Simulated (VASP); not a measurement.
Write the native input for VASP 6.6.1 that does the following.

```
Task                   : single point
Functional             : LDA
Potentials or basis    : VASP PAW LDA potentials, release 64 (Sn_d, O)
Cutoff                 : 520 eV
k mesh                 : 8 × 8 × 8
Occupations            : fermi-dirac, width 0.05 eV
Spin                   : no spin polarisation
Dipole correction      : no
Further INCAR settings : ALGO = Normal; EDIFF = 1e-07; NBANDS = 20
```

The structure of SnO2 lies in POSCAR:

```
SnO2
1.0
    1.6062397745      0.9273629662      4.7683728710
   -1.6062397745      0.9273629662      4.7683728710
    0.0000000000     -1.8547259325      4.7683728710
Sn O
1 2
Direct
    0.5000000000      0.5000000000      0.5000000000
    0.7628300000      0.7628300000      0.7628300000
    0.2371700000      0.2371700000      0.2371700000
```

The input as run:

INCAR

```
SYSTEM = SnO2
ALGO = Normal
EDIFF = 1E-7
ENCUT = 520
ISIF = 2
ISMEAR = -1
LASPH = .True.
LCHARG = .True.
LELF = .True.
LREAL = .False.
LVHAR = .True.
LWAVE = .False.
NBANDS = 20
NELM = 80
PREC = Accurate
SIGMA = 0.05
```

KPOINTS

```
k-points
0
Gamma
  8 8 8
  0 0 0
```

Potentials or basis: VASP PAW LDA potentials, release 64 (Sn_d, O).

The run is started by

```console
$ cat potpaw_LDA.64/Sn_d/POTCAR potpaw_LDA.64/O/POTCAR > POTCAR
$ mpirun -np 1 vasp_std > vasp.out
```

It gave:

* Pressure: -5.7 GPa
* Largest force: 0.411 eV/Å
* Band gap on the k mesh: 1.90 eV (least direct gap 2.04 eV)

Caveat: the cell stands under tension; spin-orbit coupling is left out, which moves the levels of the heavy elements.

Run time: 92 s on 1 thread of Intel(R) Xeon(R) Platinum 8488C (Sapphire Rapids), with other jobs on the host, peak memory 0.22 GiB.
